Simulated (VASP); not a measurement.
# CoSi2 (I4/mmm) in VASP: notebook

The runs below take CoSi2 through single point, with PBE.

Everything below comes from runs of VASP 6.6.1. Logs are shortened: lines on timing, memory, paths and dates and some standing lists are left out, and cuts for length are marked.

### 1 The cell of the first run

The structure is tetragonal, space group I4/mmm (No. 139). Conventional cell: a = 3.601 Å, b = 3.601 Å, c = 5.494 Å, α = 90.00°, β = 90.00°, γ = 90.00°. Within 3.0 Å of Co (site symmetry 4/mmm) lie 8 Si at 2.26 Å. Si (site symmetry -4m2) has 4 Co at 2.26 Å and 6 Si at 2.55 to 2.75 Å within 3.0 Å.

### 2 Single point, PBE (strain -0.050 along x and y, +0.025 along z)

INCAR

```
ALGO = Normal ; EDIFF = 1E-6
ENCUT = 520 ; GGA = PE
ISIF = 2 ; ISMEAR = 0
LASPH = True ; LCHARG = True
LELF = True ; LREAL = False
LVHAR = True ; LWAVE = False
NBANDS = 16 ; NELM = 80
PREC = Accurate ; SIGMA = 0.15
```

KPOINTS

```
k-points
0
Gamma
  16 16 16
```

POSCAR

```
CoSi2
1.0
    0.0000000000      2.5459421067      2.7469375362
    2.5459421067      0.0000000000      2.7469375362
    2.5459421067      2.5459421067      0.0000000000
Co Si
1 2
Direct
    0.0000000000      0.0000000000      0.0000000000
    0.2500000000      0.2500000000      0.2500000000
    0.7500000000      0.7500000000      0.7500000000
```

Potentials or basis: VASP PAW PBE potentials, release 64 (Co, Si).

Started as:

```bash
$ cat potpaw_PBE.64/Co/POTCAR potpaw_PBE.64/Si/POTCAR > POTCAR
$ mpirun -np 1 vasp_std > vasp.out
```

OUTCAR:

```text
EDIFF = 1E-6
   ENCUT = 520
   GGA = PE
   ISIF = 2
   ISMEAR = 0
   LASPH = True
   LREAL = False
   NELM = 80
   PREC = Accurate

 ion  position               nearest neighbor table
   1  0.000  0.000  0.000-   3 2.26   3 2.26   2 2.26   2 2.26   3 2.26   2 2.26   3 2.26   2 2.26

   2  0.250  0.250  0.250-   1 2.26   1 2.26   1 2.26   1 2.26   3 2.55   3 2.55   3 2.55   3 2.55
                             3 2.75   3 2.75
   3  0.750  0.750  0.750-   1 2.26   1 2.26   1 2.26   1 2.26   2 2.55   2 2.55   2 2.55   2 2.55
                             2 2.75   2 2.75

  LATTYP: Found a body centered tetragonal cell.
 ALAT       =     3.6005058563
 C/A-ratio  =     1.5258620015

  Lattice vectors:

 A1 = (  -2.5459421067,   0.0000000000,   2.7469375362)
 A2 = (   2.5459421067,   0.0000000000,   2.7469375362)
 A3 = (   0.0000000000,   2.5459421067,  -2.7469375362)

Analysis of symmetry for initial positions (statically):
=====================================================================
 Subroutine PRICEL returns:
 Original cell was already a primitive cell.

 Routine SETGRP: Setting up the symmetry group for a
 body centered tetragonal supercell.

 Subroutine GETGRP returns: Found 16 space group operations
 (whereof 16 operations were pure point group operations)
 out of a pool of 16 trial point group operations.

The static configuration has the point symmetry D_4h.

Analysis of symmetry for dynamics (positions and initial velocities):
=====================================================================
 Subroutine PRICEL returns:
 Original cell was already a primitive cell.

 Routine SETGRP: Setting up the symmetry group for a
 body centered tetragonal supercell.

 Subroutine GETGRP returns: Found 16 space group operations
 (whereof 16 operations were pure point group operations)
 out of a pool of 16 trial point group operations.

The dynamic configuration has the point symmetry D_4h.

 Subroutine INISYM returns: Found 16 space group operations
 (whereof 16 operations are pure point group operations),
 and found     1 'primitive' translations

----------------------------------------------------------------------------------------

                                     Primitive cell

  volume of cell :      35.6103

  direct lattice vectors                    reciprocal lattice vectors
     0.000000000  2.545942107  2.746937536    -0.196390954  0.196390954  0.182020884
[... 83 lines left out ...]
   LNONCOLLINEAR =      F non collinear calculations
   LSORBIT =      F    spin-orbit coupling
   LASPH  =      T    aspherical Exc in radial PAW
   ENCUT  =  520.0 eV  38.22 Ry    6.18 a.u.   6.96  6.96  6.69*2*pi/ulx,y,z
   NELM   =     80;   NELMIN=  2; NELMDL= -5     # of ELM steps
   EDIFF  = 0.1E-05   stopping-criterion for ELM
   LREAL  =      F    real-space projection
   EDIFFG = 0.1E-04   stopping-criterion for IOM
   NSW    =      0    number of steps for IOM
   IBRION =     -1    ionic relax: 0-MD 1-quasi-New 2-CG
   NFREE  =      0    steps in history (QN), initial steepest desc. (CG)
   ISIF   =      2    stress and relaxation
   ISYM   =      2    0-nonsym 1-usesym 2-fastsym
   POTIM  = 0.5000    time-step for ionic-motion
   TEBEG  =    0.0;   TEEND  =   0.0 temperature during run
   PSTRESS=    0.0 pullay stress
   NELECT =      17.0000    total number of electrons
   NUPDOWN=      -1.0000    fix difference up-down
   EMIN   =  10.00;   EMAX   =-10.00  energy-range for DOS
   EFERMI =   0.00;   METHOD = LEGACY
   ISMEAR =     0;   SIGMA  =   0.15  broadening in eV -4-tet -1-fermi 0-gaus
   EFERMI_NEDOS =   21; number of points for ismear=-14 and -15
   IALGO  =     38    algorithm
   IMIX   =      4    mixing-type and parameters
     AMIX     =   0.40;   BMIX     =  1.00
     AMIX_MAG =   1.60;   BMIX_MAG =  1.00
  volume/ion in A,a.u.               =      11.87        80.10
  Fermi-wavevector in a.u.,A,eV,Ry     =   1.279477  2.417861 22.273577  1.637062
  Thomas-Fermi vector in A             =   2.411960
   LORBIT       =      0    0 simple, 1 ext, 2 COOP (PROOUT), +10 PAW based schemes
   GGA     = PE    functional components
   LHFCALC =     F    Hartree Fock is set to
   AEXX    =    0.0000 exact exchange contribution
   IVDW    =     0    specifies the selected vdW correction
   LEPSILON=     F    determine dielectric tensor
   LRPA    =     F    only Hartree local field effects (RPA)
 non-spin polarized calculation
 Gauss-broadening in eV      SIGMA  =   0.15
  energy-cutoff  :      520.00
  volume of cell :       35.61
 maximum number of plane-waves:      1006
   NGX = 13   NGY = 13   NGZ = 13

 number of electron      17.0000003 magnetization

 Free energy of the ion-electron system (eV)
  ---------------------------------------------------
  ext. energy  EPLUGINS =         0.00000000
  ---------------------------------------------------
  free energy    TOTEN  =       -19.12002702 eV

  energy without entropy =      -19.10890730  energy(sigma->0) =      -19.11446716

 E-fermi :  11.1433     XC(G=0): -12.1004

 val. band max:       11.1403517529   @ k =   0.3125   0.1875   0.1250
 cond. band min:      11.1541304676   @ k =  -0.1250   0.3125   0.1875
 fundamental gap:      0.0137787147
 Fermi energy:        11.1432535370

 k-point     1 :       0.0000    0.0000    0.0000
  band No.  band energies     occupation
      1      -2.6055      2.00000
      2       6.6225      2.00000
      3       6.6225      2.00000
      4       6.9729      2.00000
      5       8.7742      2.00000
      6       9.1753      2.00000
[... 433 lines left out ...]
      3       6.7142      2.00000
      4       6.9762      2.00000
      5       8.7938      2.00000
      6       9.0743      2.00000
[... 8 lines left out ...]
     15      16.9565      0.00000
     16      17.3269      0.00000

 [... further k-points ...]
[... 5 lines left out ...]
  --------------------------------------------------------------------------------------
  -------------------------------------------------------------------------------------
  Total        4.2984667      4.2984667      2.6311889      0.0000000      0.0000000      0.0000000
  in kB      193.3963715    193.3963715    118.3823047      0.0000000      0.0000000      0.0000000
  external PRESSURE =     168.3916826 kB  Pullay stress =       0.0000000 kB

 VOLUME and BASIS-vectors are now :
 -----------------------------------------------------------------------------
  energy-cutoff  :      520.00
  volume of cell :       35.61
      direct lattice vectors                 reciprocal lattice vectors
     0.000000000  2.545942107  2.746937536    -0.196390954  0.196390954  0.182020884
     2.545942107  0.000000000  2.746937536     0.196390954 -0.196390954  0.182020884
     2.545942107  2.545942107  0.000000000     0.196390954  0.196390954 -0.182020884

 POSITION                                       TOTAL-FORCE (eV/Angst)
 -----------------------------------------------------------------------------------
      0.00000      0.00000      0.00000        -0.000000     -0.000000     -0.000000
      1.27297      1.27297      1.37347         0.000000      0.000000      0.000000
      3.81891      3.81891      4.12041        -0.000000     -0.000000     -0.000000
 -----------------------------------------------------------------------------------
    total drift:                               -0.000000     -0.000000      0.000000

  FREE ENERGIE OF THE ION-ELECTRON SYSTEM (eV)
  ---------------------------------------------------
  free  energy   TOTEN  =       -19.1200270232 eV

  energy  without entropy=      -19.1089073013  energy(sigma->0) =      -19.11446716
```

OSZICAR:

```text
N       E                     dE             d eps       ncg     rms          rms(c)
DAV:   1     0.619094631396E+02    0.61909E+02   -0.68452E+03 11264   0.103E+03
DAV:   2    -0.173900068095E+02   -0.79299E+02   -0.70873E+02 12616   0.206E+02
DAV:   3    -0.204957979561E+02   -0.31058E+01   -0.30572E+01 14552   0.451E+01
DAV:   4    -0.205477190245E+02   -0.51921E-01   -0.51896E-01 13528   0.560E+00
DAV:   5    -0.205492735734E+02   -0.15545E-02   -0.15545E-02 14920   0.985E-01    0.154E+01
DAV:   6    -0.235165394282E+02   -0.29673E+01   -0.22201E+01 12176   0.100E+02    0.161E+01
DAV:   7    -0.191649872404E+02    0.43516E+01   -0.10323E+01 14208   0.793E+01    0.383E+00
DAV:   8    -0.191485075561E+02    0.16480E-01   -0.62062E-01 12360   0.469E+00    0.182E+00
DAV:   9    -0.191199278758E+02    0.28580E-01   -0.71338E-02 14040   0.533E+00    0.481E-01
DAV:  10    -0.191202622803E+02   -0.33440E-03   -0.63906E-03 15696   0.126E+00    0.155E-01
DAV:  11    -0.191200082879E+02    0.25399E-03   -0.85400E-04 14504   0.571E-01    0.269E-02
DAV:  12    -0.191200272101E+02   -0.18922E-04   -0.67061E-05 12880   0.567E-02    0.133E-02
DAV:  13    -0.191200270232E+02    0.18688E-06   -0.40264E-06 14656   0.258E-02
   1 F= -.19120027E+02 E0= -.19114467E+02  d E =-.111197E-01
```

stdout:

```text
POSCAR found type information on POSCAR CoSi
 POSCAR found :  2 types and       3 ions
 scaLAPACK will be used
 LDA part: xc-table for (Slater+PW92), standard interpolation
 POSCAR, INCAR and KPOINTS ok, starting setup
 FFT: planning ... GRIDC
 FFT: planning ... GRID_SOFT
 FFT: planning ... GRID
 WAVECAR not read
 entering main loop
```

Run time: 77 s. Hardware: 1 thread of Intel Xeon 6975P-C (Granite Rapids), shared host; peak memory 0.31 GiB.

What came out:

```
Free energy : -19.1200 eV
Pressure    : 16.8 GPa
```

Levels at points of the mesh, in eV from the Fermi level:
```
           k point  band 6  band 7  band 8  band 9  band 10  band 11  band 12  band 13
(0.00, 0.00, 0.00)   -1.97    1.58    2.84    3.36     3.36     3.75     3.75     4.28
(0.50, 0.00, 0.00)   -1.86   -1.73   -0.88   -0.22     3.08     3.34     3.71     5.23
(0.50, 0.50, 0.00)   -2.36   -2.24   -2.24   -1.44     2.31     3.18     8.55    10.61
(0.50, 0.00, 0.50)   -2.38   -2.10   -1.91   -1.46     1.69     2.86     8.56     9.15
```

Caveat: the cell differs from its parent crystal (strain -0.050 along x and y, +0.025 along z).

### 3 Single point, PBE (strain -0.050 along x and y, +0.050 along z)

INCAR

```
SYSTEM = CoSi2
  ALGO = Normal
  EDIFF = 1E-6
  ENCUT = 520
  GGA = PE
  ISIF = 2
  ISMEAR = 0
  LASPH = .True.
  LCHARG = .True.
  LELF = .True.
  LREAL = .False.
  LVHAR = .True.
  LWAVE = .False.
  NBANDS = 16
  NELM = 100
  PREC = Accurate
  SIGMA = 0.15
```

KPOINTS

```
k-points
0
Gamma
  16 16 16
  0 0 0
```

POSCAR

```
CoSi2
1.0
    0.0000000000      2.5459421067      2.8139360127
    2.5459421067      0.0000000000      2.8139360127
    2.5459421067      2.5459421067      0.0000000000
Co Si
1 2
Direct
    0.0000000000      0.0000000000      0.0000000000
    0.2500000000      0.2500000000      0.2500000000
    0.7500000000      0.7500000000      0.7500000000
```

Potentials or basis: VASP PAW PBE potentials, release 64 (Co, Si).

Started as:

```bash
$ cat potpaw_PBE.64/Co/POTCAR potpaw_PBE.64/Si/POTCAR > POTCAR
$ mpirun -np 1 vasp_std > vasp.out
```

Run time: 84 s. Hardware: 1 thread of Intel Xeon 6975P-C (Granite Rapids), shared host; peak memory 0.31 GiB.

The run converged. Its results:

| Quantity | Value |
| --- | --- |
| Free energy | -19.1659 eV |
| Pressure | 11.3 GPa |

Stress tensor (GPa, compression positive):
```
14.39  0.00  0.00
 0.00 14.39  0.00
 0.00  0.00  5.26
```

Levels at points of the mesh, in eV from the Fermi level:
| k point | band 7 | band 8 | band 9 | band 10 | band 11 | band 12 |
| --- | --- | --- | --- | --- | --- | --- |
| (0.00, 0.00, 0.00) | 1.35 | 2.53 | 3.15 | 3.15 | 3.82 | 3.84 |
| (0.50, 0.00, 0.00) | -1.62 | -1.00 | -0.14 | 3.07 | 3.11 | 3.62 |
| (0.50, 0.50, 0.00) | -2.19 | -2.19 | -1.36 | 2.29 | 3.21 | 8.50 |
| (0.50, 0.00, 0.50) | -2.04 | -1.77 | -1.37 | 1.52 | 2.81 | 8.45 |

Caveat: the cell differs from its parent crystal (strain -0.050 along x and y, +0.050 along z). Spin polarisation is off, so any magnetic state and its effect on volume and gap are missing.

### 4 Single point, PBE (strain +0.000 along x and y, -0.050 along z)

INCAR

```
SYSTEM = CoSi2
PREC = Accurate ; ENCUT = 520
EDIFF = 1E-7 ; ISMEAR = 0
SIGMA = 0.15 ; LREAL = .FALSE.
LASPH = .TRUE. ; NELM = 100
ALGO = Normal ; ISIF = 2
LWAVE = .FALSE. ; LCHARG = .TRUE.
GGA = PE ; LELF = .TRUE.
LVHAR = .TRUE. ; NBANDS = 16
```

KPOINTS

```
Automatic mesh
0
G
  16 16 16
  0 0 0
```

POSCAR

```
CoSi2
1.0
    0.0000000000      2.6799390597      2.5459421067
    2.6799390597      0.0000000000      2.5459421067
    2.6799390597      2.6799390597      0.0000000000
Co Si
1 2
Direct
    0.0000000000      0.0000000000      0.0000000000
    0.2500000000      0.2500000000      0.2500000000
    0.7500000000      0.7500000000      0.7500000000
```

Potentials or basis: VASP PAW PBE potentials, release 64 (Co, Si).

Started as:

```bash
$ cat potpaw_PBE.64/Co/POTCAR potpaw_PBE.64/Si/POTCAR > POTCAR
$ mpirun -np 1 vasp_std > vasp.out
```

OUTCAR:

```text
SYSTEM = CoSi2
   PREC = Accurate
   ENCUT = 520
   EDIFF = 1E-7
   ISMEAR = 0
   LREAL = .FALSE.
   LASPH = .TRUE.
   NELM = 100
   ISIF = 2
   GGA = PE

 ion  position               nearest neighbor table
   1  0.000  0.000  0.000-   3 2.28   2 2.28   3 2.28   2 2.28   3 2.28   3 2.28   2 2.28   2 2.28

   2  0.250  0.250  0.250-   1 2.28   1 2.28   1 2.28   1 2.28   3 2.55   3 2.55   3 2.68   3 2.68
                             3 2.68   3 2.68
   3  0.750  0.750  0.750-   1 2.28   1 2.28   1 2.28   1 2.28   2 2.55   2 2.55   2 2.68   2 2.68
                             2 2.68   2 2.68

[... 655 lines left out ...]
  --------------------------------------------------------------------------------------
  -------------------------------------------------------------------------------------
  Total        1.8955947      1.8955947      3.2951948      0.0000000      0.0000000      0.0000000
  in kB       83.0477217     83.0477217    144.3654668      0.0000000      0.0000000      0.0000000
  external PRESSURE =     103.4869701 kB  Pullay stress =       0.0000000 kB

 VOLUME and BASIS-vectors are now :
 -----------------------------------------------------------------------------
  energy-cutoff  :      520.00
  volume of cell :       36.57
      direct lattice vectors                 reciprocal lattice vectors
     0.000000000  2.679939060  2.545942107    -0.186571407  0.186571407  0.196390954
     2.679939060  0.000000000  2.545942107     0.186571407 -0.186571407  0.196390954
     2.679939060  2.679939060  0.000000000     0.186571407  0.186571407 -0.196390954

 POSITION                                       TOTAL-FORCE (eV/Angst)
 -----------------------------------------------------------------------------------
      0.00000      0.00000      0.00000        -0.000000     -0.000000     -0.000000
      1.33997      1.33997      1.27297        -0.000000     -0.000000      0.000000
      4.01991      4.01991      3.81891         0.000000      0.000000     -0.000000
 -----------------------------------------------------------------------------------
    total drift:                               -0.000000     -0.000000      0.000000

  FREE ENERGIE OF THE ION-ELECTRON SYSTEM (eV)
  ---------------------------------------------------
  free  energy   TOTEN  =       -19.2200658794 eV

  energy  without entropy=      -19.2089567496  energy(sigma->0) =      -19.21451131
```

OSZICAR:

```text
N       E                     dE             d eps       ncg     rms          rms(c)
DAV:   1     0.609563668745E+02    0.60956E+02   -0.68182E+03 11272   0.102E+03
DAV:   2    -0.174889652931E+02   -0.78445E+02   -0.70027E+02 12584   0.205E+02
DAV:   3    -0.205882036681E+02   -0.30992E+01   -0.30420E+01 14496   0.449E+01
DAV:   4    -0.206413706185E+02   -0.53167E-01   -0.53139E-01 13576   0.564E+00
DAV:   5    -0.206430340282E+02   -0.16634E-02   -0.16634E-02 14808   0.102E+00    0.150E+01
DAV:   6    -0.238389435312E+02   -0.31959E+01   -0.23144E+01 12032   0.101E+02    0.167E+01
DAV:   7    -0.192588143428E+02    0.45801E+01   -0.10603E+01 14104   0.797E+01    0.359E+00
DAV:   8    -0.192500081254E+02    0.88062E-02   -0.65887E-01 12816   0.497E+00    0.185E+00
DAV:   9    -0.192199651177E+02    0.30043E-01   -0.74184E-02 13672   0.531E+00    0.477E-01
DAV:  10    -0.192202409358E+02   -0.27582E-03   -0.62004E-03 16056   0.119E+00    0.133E-01
DAV:  11    -0.192200442188E+02    0.19672E-03   -0.73427E-04 14736   0.514E-01    0.281E-02
DAV:  12    -0.192200656747E+02   -0.21456E-04   -0.62858E-05 12752   0.552E-02    0.149E-02
DAV:  13    -0.192200653143E+02    0.36047E-06   -0.42527E-06 14984   0.276E-02    0.610E-03
DAV:  14    -0.192200657315E+02   -0.41726E-06   -0.54860E-07 15904   0.844E-03    0.267E-03
DAV:  15    -0.192200658376E+02   -0.10611E-06   -0.67322E-08  8152   0.524E-03    0.844E-04
DAV:  16    -0.192200658794E+02   -0.41752E-07   -0.25780E-08  6872   0.157E-03
   1 F= -.19220066E+02 E0= -.19214511E+02  d E =-.111091E-01
```

stdout:

```text
POSCAR found type information on POSCAR CoSi
 POSCAR found :  2 types and       3 ions
 scaLAPACK will be used
 LDA part: xc-table for (Slater+PW92), standard interpolation
 POSCAR, INCAR and KPOINTS ok, starting setup
 FFT: planning ... GRIDC
 FFT: planning ... GRID_SOFT
 FFT: planning ... GRID
 WAVECAR not read
 entering main loop
```

Wall time 93 s (1 thread of Intel Xeon 6975P-C (Granite Rapids), shared host); peak memory 0.32 GiB.

What came out:

| Property | Result |
| --- | --- |
| Free energy | -19.2201 eV |
| Pressure | 10.3 GPa |

Stress tensor (GPa, compression positive):
```
 8.30  0.00  0.00
 0.00  8.30  0.00
 0.00  0.00 14.44
```

Caveat: the cell differs from its parent crystal (strain +0.000 along x and y, -0.050 along z). Spin polarisation is off, so any magnetic state and its effect on volume and gap are missing.

### 5 The runs side by side

| cell | gap on the mesh (eV) | pressure (GPa) |
| --- | --- | --- |
| a = 3.745, b = 3.745, c = 3.601 Å, angles 61.3, 61.3, 57.5°, 3 atoms | none | 16.8 |
| a = 3.795, b = 3.795, c = 3.601 Å, angles 61.7, 61.7, 56.6°, 3 atoms | none | 11.3 |
| a = 3.696, b = 3.696, c = 3.790 Å, angles 59.2, 59.2, 61.7°, 3 atoms | none | 10.3 |

Alike in all rows: task single point; level PBE; potentials or basis VASP PAW PBE potentials, release 64 (Co, Si); no spin polarisation; k mesh 16 × 16 × 16; cutoff (eV) 520; smearing gaussian 0.15 eV.

Absolute energies hang on the potentials; compare differences alone.
